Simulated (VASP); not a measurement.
Write the native input for VASP 6.6.1 that does the following.

| Item | Value |
| --- | --- |
| Task | single point |
| Functional | PBE |
| Potentials or basis | VASP PAW PBE potentials, release 64 (Te, Mo_sv) |
| Cutoff | 520 eV |
| k mesh | 3 × 3 × 4 |
| Occupations | gaussian, width 0.1 eV |
| Spin | no spin polarisation |
| Dipole correction | no |
| Further INCAR settings | ALGO = Normal; EDIFF = 1e-07; NBANDS = 47 |

The structure of TeMo5 lies in POSCAR:

```
TeMo5
1.0
    5.8045921500      0.0000000000      0.0000000000
   -2.9022960700      5.0269242600      0.0000000000
    0.0000000000      0.0000000000      4.7340730800
Te Mo
1 5
Direct
    0.0000000000      0.0000000000      0.0000000000
    0.5000000000      0.0000000000      0.5000000000
    0.5000000000      0.5000000000      0.5000000000
    0.0000000000      0.5000000000      0.5000000000
    0.3333333300      0.6666666700      0.0000000000
    0.6666666700      0.3333333300      0.0000000000
```

One way to write it, as run:

INCAR

```
SYSTEM = TeMo5
ALGO     = Normal         ! electronic algorithm
EDIFF    = 1E-7           ! SCF threshold, eV
ENCUT    = 520            ! plane-wave cutoff, eV
GGA      = PE             ! functional
ISIF     = 2              ! what is computed and relaxed
ISMEAR   = 0              ! smearing method
LASPH    = .TRUE.         ! aspherical terms in the spheres
LCHARG   = .FALSE.        ! write CHGCAR
LREAL    = .FALSE.        ! projectors in reciprocal space
LWAVE    = .FALSE.        ! write WAVECAR
NBANDS   = 47             ! bands
NELM     = 80             ! most SCF steps
PREC     = Accurate       ! precision mode
SIGMA    = 0.1            ! smearing width, eV
```

KPOINTS

```
k-points
0
G
  3 3 4
  0 0 0
```

Potentials or basis: VASP PAW PBE potentials, release 64 (Te, Mo_sv).

The run is started by

```console
$ cat potpaw_PBE.64/Te/POTCAR potpaw_PBE.64/Mo_sv/POTCAR > POTCAR
$ mpirun -np 1 vasp_std > vasp.out
```

Results of the run:

```json
{
  "Pressure": "-23.6 GPa",
  "Band gap on the k mesh": "zero (band 38 reaches 8.42 eV, above the bottom of band 39 at 7.41 eV)"
}
```

Caveat: the k points lie up to 0.42 Å⁻¹ apart; spin-orbit coupling is left out, which moves the levels of the heavy elements.

It took 41 s on 1 thread of Intel(R) Xeon(R) 6975P-C (Granite Rapids), on a shared host, peak memory 0.28 GiB.
